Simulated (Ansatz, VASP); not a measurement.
**One calculation of TePb, two programs**

File POSCAR:

```
TePb
1.0
    0.0000000000      3.2678368377      3.2678368377
    3.2678368377      0.0000000000      3.2678368377
    3.2678368377      3.2678368377      0.0000000000
Pb Te
1 1
Direct
    0.0000000000      0.0000000000      0.0000000000
    0.5000000000      0.5000000000      0.5000000000
```

The input INCAR.step1:

```
SYSTEM = TePb
PREC     = Accurate       ! precision mode
ENCUT    = 520            ! plane-wave cutoff, eV
ISMEAR   = 0              ! smearing method
SIGMA    = 0.01           ! smearing width, eV
LREAL    = .False.        ! projectors in reciprocal space
LASPH    = .True.         ! aspherical terms in the spheres
NELM     = 80             ! most SCF steps
NBANDS   = 17             ! bands
GGA      = PE             ! functional
ALGO     = Normal         ! electronic algorithm
EDIFF    = 1E-4           ! SCF threshold, eV
LWAVE    = .True.         ! write WAVECAR
LCHARG   = .False.        ! write CHGCAR
```

File INCAR.step2:

```
SYSTEM = TePb
PREC     = Accurate       ! precision mode
ENCUT    = 520            ! plane-wave cutoff, eV
EDIFF    = 1E-6           ! SCF threshold, eV
ISMEAR   = 0              ! smearing method
SIGMA    = 0.01           ! smearing width, eV
LREAL    = .False.        ! projectors in reciprocal space
LASPH    = .True.         ! aspherical terms in the spheres
NELM     = 80             ! most SCF steps
ALGO     = Normal         ! electronic algorithm
ISIF     = 2              ! what is computed and relaxed
LWAVE    = .False.        ! write WAVECAR
LCHARG   = .True.         ! write CHGCAR
METAGGA  = R2SCAN         ! meta-GGA
LMIXTAU  = .True.       
LELF     = .True.         ! ELF
LVHAR    = .True.       
NBANDS   = 17             ! bands
ISTART   = 1
```

Contents of KPOINTS:

```
regular mesh
0
Gamma
  8 8 8
  0 0 0
```

Input for Ansatz:

```yaml
crystal:
  lattice:
    - [0.0, 3.2678368377, 3.2678368377]
    - [3.2678368377, 0.0, 3.2678368377]
    - [3.2678368377, 3.2678368377, 0.0]
  atoms:
    - { symbol: Pb, position: [0.0, 0.0, 0.0] }
    - { symbol: Te, position: [0.5, 0.5, 0.5] }
kpoints:
  mp_grid: { grid: [8, 8, 8] }
  band_path:
    path:
      - [0.0, 0.0, 0.0]
      - [0.5, 0.0, 0.5]
      - [0.625, 0.25, 0.625]
      - [0.375, 0.375, 0.75]
      - [0.5, 0.5, 0.5]
      - [0.5, 0.25, 0.75]
      - [0.0, 0.0, 0.5]
    npoints: 1
hamiltonian:
  xc: r2scan
scf:
  occupations: { method: fixed }
  n_extra_bands: 4
output:
  forces: true
  stress: true
  eigenvalues: true
```

Alike in both runs: task single point; functional r2SCAN; k mesh 8 × 8 × 8; no spin polarisation.

```csv
,VASP,Ansatz
version,VASP 6.6.1,Ansatz 0.2.0
potentials or method,"VASP PAW PBE potentials, release 64 (Pb_d, Te)","plane waves, PAW"
plane-wave cutoff (eV),520,500
occupations,"gaussian, width 0.01 eV",fixed
valence electrons in the cell,20,30
```

|  | VASP | Ansatz | Ansatz less VASP |
| --- | --- | --- | --- |
| gap on the k mesh at the Fermi level (eV) | 1.09 | 1.09 | -0.003 |
| pressure (GPa) | 0.0 | 0.0 | +0.01 |

VASP's potentials were made for PBE, not for r2SCAN. VASP's potentials hold 20 valence electrons a cell and Ansatz's 30, so a difference there can come from the potentials and not from the codes.

Neither program's run includes spin-orbit coupling.
